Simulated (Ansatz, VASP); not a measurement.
**One calculation of Ge, two programs**

```
Ge
1.0
     0.00000    2.84346    2.74522
     2.84346    0.00000    2.74522
     2.84346    2.84346    0.00000
Ge
2
Direct
  0.50000 0.50000 0.50000
  0.75000 0.75000 0.75000
```

Change from the starting cell: mode 4 frozen in at +0.000 Å, strain +e along z and -e/2 along x and y -0.0233.

Alike in both runs: task single point; functional LDA; k mesh 14 × 14 × 14; occupations gaussian, width 0.15 eV; no spin polarisation.

```csv
,VASP,Ansatz
version,VASP 6.6.1,Ansatz 0.2.0
potentials or method,"VASP PAW LDA potentials, release 64 (Ge_d), cutoff 520 eV","scalar-relativistic, plane waves, PAW"
valence electrons in the cell,28,28
```

VASP gave:

| Property | Result |
| --- | --- |
| gap on the k mesh at the Fermi level (eV) | 0.08 |
| least direct gap on the mesh (eV) | 0.15 |
| pressure (GPa) | 0.3 |
| traceless stress, the component that is largest in VASP (GPa) | 1.63 |

**Question.** What did Ansatz give for the same quantities?

**Answer.** gap on the k mesh at the Fermi level (eV): 0.10; least direct gap on the mesh (eV): 0.19; pressure (GPa): 0.0; traceless stress, the component that is largest in VASP (GPa): 1.63.

Ansatz warns that its potentials were made for another functional, while VASP's fit it. LDA's correlation is that of Perdew and Zunger in VASP and of Perdew and Wang (1992) in Ansatz.
